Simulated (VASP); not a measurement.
A run of VASP 6.6.1:

Contents of INCAR:

```
ALGO = Normal
EDIFF = 1E-6
ENCUT = 500
GGA = PE
GGA_COMPAT = False
ISIF = 2
ISMEAR = -1
LASPH = True
LCHARG = False
LREAL = False
LWAVE = False
NBANDS = 11
NELM = 120
PREC = Accurate
SIGMA = 0.05
```

The input KPOINTS:

```
k-points
0
Gamma
  13 13 13
```

The input POSCAR:

```
Pt
1.0
    0.0000000000      1.9600000000      1.9600000000
    1.9600000000      0.0000000000      1.9600000000
    1.9600000000      1.9600000000      0.0000000000
Pt
1
Direct
    0.0000000000      0.0000000000      0.0000000000
```

Potentials or basis: VASP PAW PBE potentials, release 64 (Pt).

Launch:

```console
$ cat potpaw_PBE.64/Pt/POTCAR > POTCAR
$ mpirun -np 1 vasp_std > vasp.out
```

Hardware: 1 thread of Intel Xeon 8259CL (shared host).

Question: Estimate the wall time of this run.

Answer: Run time: 15 s on 1 thread of Intel Xeon 8259CL, on a shared host, peak memory 0.13 GiB. Counts: scf iterations 11, k points 84.
